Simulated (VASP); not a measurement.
# K3Li5Cl8 in VASP: further runs, part 3 of 3

VASP 6.6.1. The steps go on from the part before.

## Step 5: Single point, PBE

File INCAR:

```
ALGO = Normal
EDIFF = 1E-7
ENCUT = 520
GGA = PE
ISIF = 2
ISMEAR = -1
ISYM = 0
LASPH = T
LCHARG = F
LREAL = Auto
LWAVE = F
NBANDS = 63
NELM = 80
PREC = Accurate
SIGMA = 0.0991
```

File KPOINTS:

```
k-points
0
Gamma
  1 1 1
```

File POSCAR:

```
K3Li5Cl8
1.0
    7.2786070000      0.1333350000      0.0943410000
    0.1333350000      7.6899040000     -0.1216970000
    0.0943410000     -0.1216970000      7.1404950000
Li Cl K
5 8 3
Direct
    0.1844738800      0.0611289941      0.0562373848
    0.6928937459      0.4847165693      0.1653686843
    0.9531271227      0.1287722753      0.4077803057
    0.4597334992      0.6421869098      0.7259361574
    0.6279758040      0.2701204545      0.6633320216
    0.4061774803      0.3699608997      0.8748159535
    0.8537057120      0.2195706006      0.0328084584
    0.7199025268      0.4395284672      0.4709394757
    0.2656532191      0.6832570348      0.4961739125
    0.2378672852      0.1990552634      0.3003516970
    0.4176609197      0.8645453354      0.9226969594
    0.8135813564      0.7098366421      0.1194812000
    0.8181598114      0.0613749871      0.6886702024
    0.1709476592      0.5320661277      0.1569533314
    0.5291837625      0.9839417218      0.4449337238
    0.9614455360      0.7039197527      0.7362191541
```

Potentials or basis: VASP PAW PBE potentials, release 64 (Li_sv, Cl, K_sv).

Launch:

```console
> cat potpaw_PBE.64/Li_sv/POTCAR potpaw_PBE.64/Cl/POTCAR potpaw_PBE.64/K_sv/POTCAR > POTCAR
> mpirun -np 1 vasp_gam > vasp.out
```

OUTCAR:

```text
EDIFF = 1E-7
   ENCUT = 520
   GGA = PE
   ISIF = 2
   ISMEAR = -1
   ISYM = 0
   LASPH = T
   LREAL = Auto
   NELM = 80
   PREC = Accurate

 ion  position               nearest neighbor table
   1  0.184  0.061  0.056-  10 2.06  11 2.39
   2  0.693  0.485  0.165-  12 2.00   8 2.23   7 2.46
   3  0.953  0.129  0.408-  10 2.28  13 2.29
   4  0.460  0.642  0.726-  11 2.19   9 2.22   6 2.42
   5  0.628  0.270  0.663-   8 2.04  13 2.10   6 2.28  15 2.78
   6  0.406  0.370  0.875-   5 2.28   4 2.42  14 2.84
   7  0.854  0.220  0.033-   2 2.46
   8  0.720  0.440  0.471-   5 2.04   2 2.23
   9  0.266  0.683  0.496-   4 2.22  16 2.76  14 2.77  15 3.08
  10  0.238  0.199  0.300-   1 2.06   3 2.28  14 2.82  15 2.88
  11  0.418  0.865  0.923-   4 2.19   1 2.39
  12  0.814  0.710  0.119-   2 2.00  16 2.91  14 2.92
  13  0.818  0.061  0.689-   5 2.10   3 2.29  15 2.83  16 2.94
  14  0.171  0.532  0.157-   9 2.77  10 2.82   6 2.84  12 2.92  16 3.67
  15  0.529  0.984  0.445-   5 2.78  13 2.83  10 2.88   9 3.08
  16  0.961  0.704  0.736-   9 2.76  12 2.91  13 2.94  14 3.67

IMPORTANT INFORMATION: All symmetrisations will be switched off!
NOSYMM: (Re-)initialisation of all symmetry stuff for point group C_1.

----------------------------------------------------------------------------------------

                                     Primitive cell

  volume of cell :     399.3600

  direct lattice vectors                    reciprocal lattice vectors
     7.278607000  0.133335000  0.094341000     0.137457197 -0.002412758 -0.001857221
     0.133335000  7.689904000 -0.121697000    -0.002412758  0.130118070  0.002249508
     0.094341000 -0.121697000  7.140495000    -0.001857221  0.002249508  0.140109190

  length of vectors
     7.280439431  7.692022615  7.142155083     0.137490915  0.130159877  0.140139554

  position of ions in fractional coordinates (direct lattice)
     0.184473880  0.061128994  0.056237385
     0.692893746  0.484716569  0.165368684
     0.953127123  0.128772275  0.407780306
     0.459733499  0.642186910  0.725936157
     0.627975804  0.270120455  0.663332022
     0.406177480  0.369960900  0.874815953
[... 8 lines left out ...]
     0.529183762  0.983941722  0.444933724
     0.961445536  0.703919753  0.736219154

  ion indices of the primitive-cell ions
   primitive index   ion index
                 1           1
                 2           2
                 3           3
                 4           4
                 5           5
                 6           6
[... 8 lines left out ...]
                15          15
                16          16

----------------------------------------------------------------------------------------

 KPOINTS: k-points

Automatic generation of k-mesh.
 Grid dimensions read from file:
 generate k-points for:    1    1    1

 Generating k-lattice:

  Cartesian coordinates                     Fractional coordinates (reciprocal lattice)
     0.137457197 -0.002412758 -0.001857221     1.000000000 -0.000000000 -0.000000000
    -0.002412758  0.130118070  0.002249508     0.000000000  1.000000000  0.000000000
    -0.001857221  0.002249508  0.140109190     0.000000000  0.000000000  1.000000000

  Length of vectors
     0.137490915  0.130159877  0.140139554

  Shift w.r.t. Gamma in fractional coordinates (k-lattice)
     0.000000000  0.000000000  0.000000000

 Subroutine IBZKPT returns following result:
 ===========================================

 Found      1 irreducible k-points:

 Following reciprocal coordinates:
            Coordinates               Weight
  0.000000  0.000000  0.000000      1.000000
   k-points           NKPTS =      1   k-points in BZ     NKDIM =      1   number of bands    NBANDS=     63
   number of dos      NEDOS =    301   number of ions     NIONS =     16
   total plane-waves  NPLWV = 174960
   dimension x,y,z NGX =    54 NGY =   60 NGZ =   54
   dimension x,y,z NGXF=   108 NGYF=  120 NGZF=  108
   ions per type =               5   8   3
   NGX,Y,Z   is equivalent  to a cutoff of  12.33, 12.97, 12.57 a.u.
   NGXF,Y,Z  is equivalent  to a cutoff of  24.66, 25.94, 25.14 a.u.
 SYSTEM =  unknown system
   PREC   = accura    normal or accurate (medium, high low for compatibility)
   ISTART =      0    job   : 0-new  1-cont  2-samecut
   ICHARG =      2    charge: 1-file 2-atom 10-const
   ISPIN  =      1    spin polarized calculation?
   LNONCOLLINEAR =      F non collinear calculations
   LSORBIT =      F    spin-orbit coupling
   LASPH  =      T    aspherical Exc in radial PAW
   ENCUT  =  520.0 eV  38.22 Ry    6.18 a.u.  13.54 14.30 13.28*2*pi/ulx,y,z
   NELM   =     80;   NELMIN=  2; NELMDL= -5     # of ELM steps
   EDIFF  = 0.1E-06   stopping-criterion for ELM
   LREAL  =      T    real-space projection
   EDIFFG = 0.1E-05   stopping-criterion for IOM
   NSW    =      0    number of steps for IOM
   IBRION =     -1    ionic relax: 0-MD 1-quasi-New 2-CG
   NFREE  =      0    steps in history (QN), initial steepest desc. (CG)
   ISIF   =      2    stress and relaxation
   ISYM   =      0    0-nonsym 1-usesym 2-fastsym
   POTIM  = 0.5000    time-step for ionic-motion
   TEBEG  =    0.0;   TEEND  =   0.0 temperature during run
   PSTRESS=    0.0 pullay stress
   NELECT =      98.0000    total number of electrons
   NUPDOWN=      -1.0000    fix difference up-down
   EMIN   =  10.00;   EMAX   =-10.00  energy-range for DOS
   EFERMI =   0.00;   METHOD = LEGACY
   ISMEAR =    -1;   SIGMA  =   0.10  broadening in eV -4-tet -1-fermi 0-gaus
   EFERMI_NEDOS =   21; number of points for ismear=-14 and -15
   IALGO  =     38    algorithm
   IMIX   =      4    mixing-type and parameters
     AMIX     =   0.40;   BMIX     =  1.00
     AMIX_MAG =   1.60;   BMIX_MAG =  1.00
  volume/ion in A,a.u.               =      24.96       168.44
  Fermi-wavevector in a.u.,A,eV,Ry     =   1.024933  1.936842 14.292742  1.050487
  Thomas-Fermi vector in A             =   2.158746
   LORBIT       =      0    0 simple, 1 ext, 2 COOP (PROOUT), +10 PAW based schemes
   GGA     = PE    functional components
   LHFCALC =     F    Hartree Fock is set to
   AEXX    =    0.0000 exact exchange contribution
   IVDW    =     0    specifies the selected vdW correction
   LEPSILON=     F    determine dielectric tensor
   LRPA    =     F    only Hartree local field effects (RPA)
 non-spin polarized calculation
  energy-cutoff  :      520.00
  volume of cell :      399.36
 maximum number of plane-waves:      5381
 NGX is ok and might be reduce to    54
   NGX = 27   NGY = 29   NGZ = 27

 number of electron      97.9999996 magnetization

 Free energy of the ion-electron system (eV)
  ---------------------------------------------------
  ext. energy  EPLUGINS =         0.00000000
  ---------------------------------------------------
  free energy    TOTEN  =       -52.47964540 eV

  energy without entropy =      -52.47964532  energy(sigma->0) =      -52.47964536

 E-fermi :   1.7574     XC(G=0):  -7.4656

 val. band max:       -0.0747156204   @ k =   0.0000   0.0000   0.0000
 cond. band min:       3.5889593598   @ k =   0.0000   0.0000   0.0000
 fundamental gap:      3.6636749801
 Fermi energy:         1.7573966427

 k-point     1 :       0.0000    0.0000    0.0000
  band No.  band energies     occupation
      1     -45.3041      2.00000
      2     -44.9179      2.00000
      3     -44.6393      2.00000
      4     -44.4896      2.00000
      5     -44.2740      2.00000
      6     -29.3014      2.00000
[... 53 lines left out ...]
     60       7.0671      0.00000
     61       7.1786      0.00000
 [bands above 61 left out]

------------------------ aborting loop because EDIFF is reached ----------------------------------------

  FORCE on cell =-STRESS in cart. coord.  units (eV):
  Direction    XX          YY          ZZ          XY          YZ          ZX
  --------------------------------------------------------------------------------------
  -------------------------------------------------------------------------------------
  Total        6.7504294     12.0514314     12.7987243      1.0744090      0.4357971      1.7049028
  in kB       27.0817911     48.3486793     51.3467153      4.3103807      1.7483576      6.8398348
  external PRESSURE =      42.2590619 kB  Pullay stress =       0.0000000 kB

 VOLUME and BASIS-vectors are now :
 -----------------------------------------------------------------------------
  energy-cutoff  :      520.00
  volume of cell :      399.36
      direct lattice vectors                 reciprocal lattice vectors
     7.278607000  0.133335000  0.094341000     0.137457197 -0.002412758 -0.001857221
     0.133335000  7.689904000 -0.121697000    -0.002412758  0.130118070  0.002249508
     0.094341000 -0.121697000  7.140495000    -0.001857221  0.002249508  0.140109190

 POSITION                                       TOTAL-FORCE (eV/Angst)
 -----------------------------------------------------------------------------------
      1.35617      0.48783      0.41153        -0.212369     -0.206724     -1.220570
      5.12353      3.79969      1.18719        -0.444164     -1.579602     -0.238273
      6.99308      1.06771      2.98600        -0.076566      0.448271     -0.221373
      3.50033      4.91131      5.14876        -0.122295     -0.656924      0.127021
      4.66938      2.08021      4.76289        -0.596622      0.235395      1.347973
      3.08827      2.79266      6.23991         0.319108      0.192510     -0.499638
[... 8 lines left out ...]
      4.02489      7.58283      3.10723        -0.400027     -0.685576     -0.681321
      7.16130      5.45167      5.26201        -0.305393     -0.194262      0.078503
 -----------------------------------------------------------------------------------
    total drift:                               -0.009454      0.000134     -0.006269

  FREE ENERGIE OF THE ION-ELECTRON SYSTEM (eV)
  ---------------------------------------------------
  free  energy   TOTEN  =       -52.4796453973 eV

  energy  without entropy=      -52.4796453249  energy(sigma->0) =      -52.47964536
```

Run time: 45 s. Hardware: 1 thread of AMD EPYC 7R43 (Zen 3), shared host; peak memory 0.35 GiB.

Results:

- Free energy: -52.4796 eV
- Largest force: 2.198 eV/Å
- Band gap on the k mesh: 3.66 eV

Forces in eV/Å, atoms in the order of the input:
```
Li  -0.212 -0.207 -1.221
Li  -0.444 -1.580 -0.238
Li  -0.077  0.448 -0.221
Li  -0.122 -0.657  0.127
Li  -0.597  0.235  1.348
Cl   0.319  0.193 -0.500
Cl   0.538  0.642  1.849
Cl   0.272  0.777 -0.173
Cl   0.486  0.405 -0.159
Cl   0.206 -0.069  1.302
Cl  -0.591  0.345  0.311
Cl   0.501  1.571  0.053
Cl   0.701 -1.357 -1.581
K   -0.274  0.133 -0.295
K   -0.400 -0.686 -0.681
K   -0.305 -0.194  0.079
```

Caveat: the k points lie up to 0.88 Å⁻¹ apart; the cutoff is under 1.25 times the usual one of these potentials, so pressure, stress and relaxed cells hold a basis-set (Pulay) error.
